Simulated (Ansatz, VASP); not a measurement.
**HfN: VASP beside Ansatz**

```
Hf N
1.0
     2.82503    0.00000    0.00000
     0.00000    2.82503    0.00000
     0.00000    0.00000    2.82503
Hf N
1 1
Direct
  0.50000 0.50000 0.50000
  0.00000 0.00000 0.00000
```

Alike in both runs: functional r2SCAN; k mesh 9 × 9 × 9; occupations fermi-dirac, width 0.05 eV; no spin polarisation; Hubbard terms Hf d U = 6.0 eV.

|  | VASP | Ansatz |
| --- | --- | --- |
| version | VASP 6.6.1 | Ansatz 0.2.0 |
| potentials or method | VASP PAW PBE potentials, release 64 (Hf_pv, N) | Ansatz PAW |
| plane-wave cutoff (eV) | 520 | 500 |
| valence electrons in the cell | 15 | 31 |
| task | single point | projected density of states |

|  | VASP | Ansatz | Ansatz less VASP |
| --- | --- | --- | --- |
| gap on the k mesh at the Fermi level (eV) | none | none | - |
| pressure (GPa) | 15.7 | 5.2 | -10.49 |

VASP's potentials were made for PBE, not for r2SCAN. The programs project onto different local orbitals, so the same U acts differently, and such runs can settle in different states. A gap of «none» marks a metal or a gap that the smearing closes. VASP's potentials hold 15 valence electrons a cell and Ansatz's 31, so a difference there can come from the potentials and not from the codes.

Neither program's run includes spin-orbit coupling.
